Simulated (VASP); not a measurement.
# InSe (C2/m) in VASP: further runs

InSe is run at these levels: PBEsol, LDA, r2SCAN; tasks: single point.

Everything below comes from runs of VASP 6.6.1. Logs are shortened: lines on timing, memory, paths and dates and some standing lists are left out, and cuts for length are marked.

**1. The cell of the first run**

The structure is monoclinic, space group C2/m (No. 12). The conventional cell has a = 11.575 Å, b = 4.082 Å, c = 5.039 Å, α = 90.00°, β = 109.86°, γ = 90.00°. In (site symmetry m) has 3 Se at 2.66 to 2.67 Å and 1 In at 2.78 Å within 3.5 Å. Within 3.5 Å of Se (site symmetry m) lie 3 In at 2.66 to 2.67 Å.

**2. Single point, PBEsol**

Input file INCAR:

```
PREC     = Accurate       # precision mode
ENCUT    = 520            # plane-wave cutoff, eV
EDIFF    = 1E-6           # SCF threshold, eV
ISMEAR   = -1             # smearing method
SIGMA    = 0.05           # smearing width, eV
LREAL    = False          # projectors in reciprocal space
LASPH    = True           # aspherical terms in the spheres
NELM     = 100            # most SCF steps
ALGO     = Normal         # electronic algorithm
ISIF     = 2              # what is computed and relaxed
LWAVE    = False          # write WAVECAR
LCHARG   = False          # write CHGCAR
GGA      = PS             # functional
NBANDS   = 27             # bands
```

Input file KPOINTS:

```
regular mesh
0
Gamma
  7 7 6
```

Input file POSCAR:

```
InSe
1.0
    5.7872883920     -2.0408589492      0.0000000000
    5.7872883920      2.0408589492      0.0000000000
   -1.7116673433      0.0000000000      4.7393244240
In Se
2 2
Direct
    0.8882032500      0.8882032500      0.0468413600
    0.1117967500      0.1117967500      0.9531586400
    0.6609275900      0.6609275900      0.6689556200
    0.3390724100      0.3390724100      0.3310443800
```

Potentials or basis: VASP PAW PBE potentials, release 64 (In_d, Se).

Command:

```bash
cat potpaw_PBE.64/In_d/POTCAR potpaw_PBE.64/Se/POTCAR > POTCAR
mpirun -np 1 vasp_std > vasp.out
```

OUTCAR:

```text
PREC = Accurate
   ENCUT = 520
   EDIFF = 1E-6
   ISMEAR = -1
   LREAL = False
   LASPH = True
   NELM = 100
   ISIF = 2
   GGA = PS

 ion  position               nearest neighbor table
   1  0.888  0.888  0.047-   4 2.66   4 2.66   3 2.67   2 2.78   2 3.69   2 3.69
   2  0.112  0.112  0.953-   3 2.66   3 2.66   4 2.67   1 2.78   1 3.69   1 3.69
   3  0.661  0.661  0.669-   2 2.66   2 2.66   1 2.67
   4  0.339  0.339  0.331-   1 2.66   1 2.66   2 2.67

  LATTYP: Found a base centered monoclinic cell.
 ALAT       =    11.5745767840
 B/A-ratio  =     0.3526451096
 C/A-ratio  =     0.4353462338
 COS(beta)  =    -0.3396874117

  Lattice vectors:

 A1 = (   5.7872883920,  -2.0408589492,   0.0000000000)
 A2 = (   5.7872883920,   2.0408589492,   0.0000000000)
 A3 = (  -1.7116673433,   0.0000000000,   4.7393244240)

Analysis of symmetry for initial positions (statically):
=====================================================================
 Subroutine PRICEL returns:
 Original cell was already a primitive cell.

 Routine SETGRP: Setting up the symmetry group for a
 base centered monoclinic supercell.

 Subroutine GETGRP returns: Found  4 space group operations
 (whereof  4 operations were pure point group operations)
 out of a pool of  4 trial point group operations.

The static configuration has the point symmetry C_2h.

Analysis of symmetry for dynamics (positions and initial velocities):
=====================================================================
 Subroutine PRICEL returns:
 Original cell was already a primitive cell.

 Routine SETGRP: Setting up the symmetry group for a
 base centered monoclinic supercell.

 Subroutine GETGRP returns: Found  4 space group operations
 (whereof  4 operations were pure point group operations)
 out of a pool of  4 trial point group operations.

The dynamic configuration has the point symmetry C_2h.

 Subroutine INISYM returns: Found  4 space group operations
 (whereof  4 operations are pure point group operations),
 and found     1 'primitive' translations

----------------------------------------------------------------------------------------

                                     Primitive cell

  volume of cell :     111.9527

  direct lattice vectors                    reciprocal lattice vectors
     5.787288392 -2.040858949  0.000000000     0.086396247 -0.244994883  0.031203105
     5.787288392  2.040858949  0.000000000     0.086396247  0.244994883  0.031203105
    -1.711667343  0.000000000  4.739324424     0.000000000  0.000000000  0.211000537

  length of vectors
     6.136596140  6.136596140  5.038948411     0.261649457  0.261649457  0.211000537

  position of ions in fractional coordinates (direct lattice)
     0.888203250  0.888203250  0.046841360
     0.111796750  0.111796750  0.953158640
     0.660927590  0.660927590  0.668955620
     0.339072410  0.339072410  0.331044380

  ion indices of the primitive-cell ions
   primitive index   ion index
                 1           1
                 2           2
                 3           3
                 4           4

----------------------------------------------------------------------------------------

 KPOINTS: regular mesh

Automatic generation of k-mesh.
 Grid dimensions read from file:
 generate k-points for:    7    7    6

 Generating k-lattice:

  Cartesian coordinates                     Fractional coordinates (reciprocal lattice)
     0.012342321 -0.034999269  0.004457586     0.142857143  0.000000000  0.000000000
     0.012342321  0.034999269  0.004457586     0.000000000  0.142857143  0.000000000
     0.000000000  0.000000000  0.035166756     0.000000000  0.000000000  0.166666667

  Length of vectors
     0.037378494  0.037378494  0.035166756

  Shift w.r.t. Gamma in fractional coordinates (k-lattice)
     0.000000000  0.000000000  0.000000000

 Subroutine IBZKPT returns following result:
 ===========================================

 Found     88 irreducible k-points:

 Following reciprocal coordinates:
            Coordinates               Weight
  0.000000  0.000000  0.000000      1.000000
  0.142857  0.000000  0.000000      4.000000
  0.285714  0.000000  0.000000      4.000000
  0.428571  0.000000  0.000000      4.000000
  0.142857  0.142857  0.000000      2.000000
  0.285714  0.142857  0.000000      4.000000
[... 16 lines left out ...]
 -0.142857 -0.000000  0.166667      4.000000
  0.142857  0.142857  0.166667      2.000000
 [... further k-points ...]
   k-points           NKPTS =     88   k-points in BZ     NKDIM =     88   number of bands    NBANDS=     27
   number of dos      NEDOS =    301   number of ions     NIONS =      4
   total plane-waves  NPLWV =  92160
   dimension x,y,z NGX =    48 NGY =   48 NGZ =   40
   dimension x,y,z NGXF=    96 NGYF=   96 NGZF=   80
   ions per type =               2   2
   NGX,Y,Z   is equivalent  to a cutoff of  13.00, 13.00, 13.20 a.u.
   NGXF,Y,Z  is equivalent  to a cutoff of  26.01, 26.01, 26.39 a.u.
 SYSTEM =  unknown system
   PREC   = accura    normal or accurate (medium, high low for compatibility)
   ISTART =      0    job   : 0-new  1-cont  2-samecut
   ICHARG =      2    charge: 1-file 2-atom 10-const
   ISPIN  =      1    spin polarized calculation?
   LNONCOLLINEAR =      F non collinear calculations
   LSORBIT =      F    spin-orbit coupling
   LASPH  =      T    aspherical Exc in radial PAW
   ENCUT  =  520.0 eV  38.22 Ry    6.18 a.u.  11.41 11.41  9.37*2*pi/ulx,y,z
   NELM   =    100;   NELMIN=  2; NELMDL= -5     # of ELM steps
   EDIFF  = 0.1E-05   stopping-criterion for ELM
   LREAL  =      F    real-space projection
   EDIFFG = 0.1E-04   stopping-criterion for IOM
   NSW    =      0    number of steps for IOM
   IBRION =     -1    ionic relax: 0-MD 1-quasi-New 2-CG
   NFREE  =      0    steps in history (QN), initial steepest desc. (CG)
   ISIF   =      2    stress and relaxation
   ISYM   =      2    0-nonsym 1-usesym 2-fastsym
   POTIM  = 0.5000    time-step for ionic-motion
   TEBEG  =    0.0;   TEEND  =   0.0 temperature during run
   PSTRESS=    0.0 pullay stress
   NELECT =      38.0000    total number of electrons
   NUPDOWN=      -1.0000    fix difference up-down
   EMIN   =  10.00;   EMAX   =-10.00  energy-range for DOS
   EFERMI =   0.00;   METHOD = LEGACY
   ISMEAR =    -1;   SIGMA  =   0.05  broadening in eV -4-tet -1-fermi 0-gaus
   EFERMI_NEDOS =   21; number of points for ismear=-14 and -15
   IALGO  =     38    algorithm
   IMIX   =      4    mixing-type and parameters
     AMIX     =   0.40;   BMIX     =  1.00
     AMIX_MAG =   1.60;   BMIX_MAG =  1.00
  volume/ion in A,a.u.               =      27.99       188.87
  Fermi-wavevector in a.u.,A,eV,Ry     =   1.141978  2.158026 17.743554  1.304114
  Thomas-Fermi vector in A             =   2.278677
   LORBIT       =      0    0 simple, 1 ext, 2 COOP (PROOUT), +10 PAW based schemes
   GGA     = PS    functional components
   LHFCALC =     F    Hartree Fock is set to
   AEXX    =    0.0000 exact exchange contribution
   IVDW    =     0    specifies the selected vdW correction
   LEPSILON=     F    determine dielectric tensor
   LRPA    =     F    only Hartree local field effects (RPA)
 non-spin polarized calculation
  energy-cutoff  :      520.00
  volume of cell :      111.95
 maximum number of plane-waves:      3038
 NGX is ok and might be reduce to    48
   NGX = 23   NGY = 23   NGZ = 19

 number of electron      38.0000002 magnetization

 Free energy of the ion-electron system (eV)
  ---------------------------------------------------
  ext. energy  EPLUGINS =         0.00000000
  ---------------------------------------------------
  free energy    TOTEN  =       -15.51044945 eV

  energy without entropy =      -15.51044913  energy(sigma->0) =      -15.51044929

 E-fermi :   4.5716     XC(G=0):  -9.3603

 val. band max:        3.9931812529   @ k =  -0.4286  -0.4286   0.1667
 cond. band min:       5.0949872402   @ k =   0.0000   0.0000   0.5000
 fundamental gap:      1.1018059873
 Fermi energy:         4.5716108720

 k-point     1 :       0.0000    0.0000    0.0000
  band No.  band energies     occupation
      1     -10.4910      2.00000
      2     -10.3567      2.00000
      3     -10.1601      2.00000
      4     -10.1297      2.00000
      5     -10.0866      2.00000
      6     -10.0831      2.00000
[... 19 lines left out ...]
     26      10.7590      0.00000
     27      12.2315      0.00000

 k-point     2 :       0.1429    0.0000    0.0000
  band No.  band energies     occupation
      1     -10.4863      2.00000
      2     -10.3542      2.00000
      3     -10.2411      2.00000
      4     -10.1121      2.00000
      5     -10.1051      2.00000
      6     -10.0691      2.00000
[... 19 lines left out ...]
     26      10.6665      0.00000
     27      12.5907      0.00000

 k-point     3 :       0.2857    0.0000    0.0000
  band No.  band energies     occupation
      1     -10.4831      2.00000
      2     -10.3646      2.00000
      3     -10.3247      2.00000
      4     -10.1434      2.00000
      5     -10.0886      2.00000
      6     -10.0715      2.00000
[... 19 lines left out ...]
     26      11.3823      0.00000
     27      11.6655      0.00000

 k-point     4 :       0.4286    0.0000    0.0000
  band No.  band energies     occupation
      1     -10.4981      2.00000
      2     -10.3958      2.00000
      3     -10.3231      2.00000
      4     -10.1740      2.00000
      5     -10.0904      2.00000
      6     -10.0777      2.00000
[... 19 lines left out ...]
     26      10.8464      0.00000
     27      12.4101      0.00000
[... 516 lines left out ...]
      4     -10.1461      2.00000
      5     -10.0874      2.00000
      6     -10.0687      2.00000
[... 19 lines left out ...]
     26      11.2367      0.00000
     27      11.5006      0.00000

 k-point    23 :      -0.1429   -0.0000    0.1667
  band No.  band energies     occupation
      1     -10.4910      2.00000
      2     -10.3537      2.00000
      3     -10.2418      2.00000
      4     -10.1114      2.00000
      5     -10.1074      2.00000
      6     -10.0695      2.00000
[... 19 lines left out ...]
     26      10.3166      0.00000
     27      12.2833      0.00000

 k-point    24 :       0.1429    0.1429    0.1667
  band No.  band energies     occupation
      1     -10.4900      2.00000
      2     -10.3541      2.00000
      3     -10.1745      2.00000
      4     -10.1258      2.00000
      5     -10.0938      2.00000
      6     -10.0903      2.00000
[... 19 lines left out ...]
     26      10.6809      0.00000
     27      11.8786      0.00000

 [... further k-points ...]
[... 5 lines left out ...]
  --------------------------------------------------------------------------------------
  -------------------------------------------------------------------------------------
  Total       -0.1448781      0.0245694      0.0038150      0.0000000      0.0000000      0.0323588
  in kB       -2.0733789      0.3516179      0.0545971      0.0000000      0.0000000      0.4630926
  external PRESSURE =      -0.5557213 kB  Pullay stress =       0.0000000 kB

 VOLUME and BASIS-vectors are now :
 -----------------------------------------------------------------------------
  energy-cutoff  :      520.00
  volume of cell :      111.95
      direct lattice vectors                 reciprocal lattice vectors
     5.787288392 -2.040858949  0.000000000     0.086396247 -0.244994883  0.031203105
     5.787288392  2.040858949  0.000000000     0.086396247  0.244994883  0.031203105
    -1.711667343  0.000000000  4.739324424     0.000000000  0.000000000  0.211000537

 POSITION                                       TOTAL-FORCE (eV/Angst)
 -----------------------------------------------------------------------------------
     10.20040      0.00000      0.22200         0.077765      0.000000     -0.031869
     -0.33749      0.00000      4.51733        -0.077765      0.000000      0.031869
      6.50493      0.00000      3.17040         0.022048      0.000000     -0.240972
      3.35798      0.00000      1.56893        -0.022048      0.000000      0.240972
 -----------------------------------------------------------------------------------
    total drift:                               -0.000000     -0.000000      0.000000

  FREE ENERGIE OF THE ION-ELECTRON SYSTEM (eV)
  ---------------------------------------------------
  free  energy   TOTEN  =       -15.5104494479 eV

  energy  without entropy=      -15.5104491321  energy(sigma->0) =      -15.51044929
```

Run time: 7.6 min. Hardware: 1 thread of Intel Xeon 6975P-C, shared host; peak memory 0.43 GiB.

What came out:

| Property | Result |
| --- | --- |
| Free energy | -15.5104 eV |
| Pressure | -0.1 GPa |
| Largest force | 0.242 eV/Å |
| Band gap on the k mesh | 1.10 eV, indirect (least direct gap 1.22 eV) |

Forces in eV/Å, atoms in the order of the input:
```
In   0.078  0.000 -0.032
In  -0.078  0.000  0.032
Se   0.022  0.000 -0.241
Se  -0.022  0.000  0.241
```

Stress tensor (GPa, compression positive):
```
-0.21  0.00  0.05
 0.00  0.04  0.00
 0.05  0.00  0.01
```

Caveat: the PAW data sets were made with another functional, which shifts forces and pressure a little; spin-orbit coupling is left out, which moves the levels of the heavy elements. A k mesh can miss the band edges.

(Part 1 of 2 ends here.)
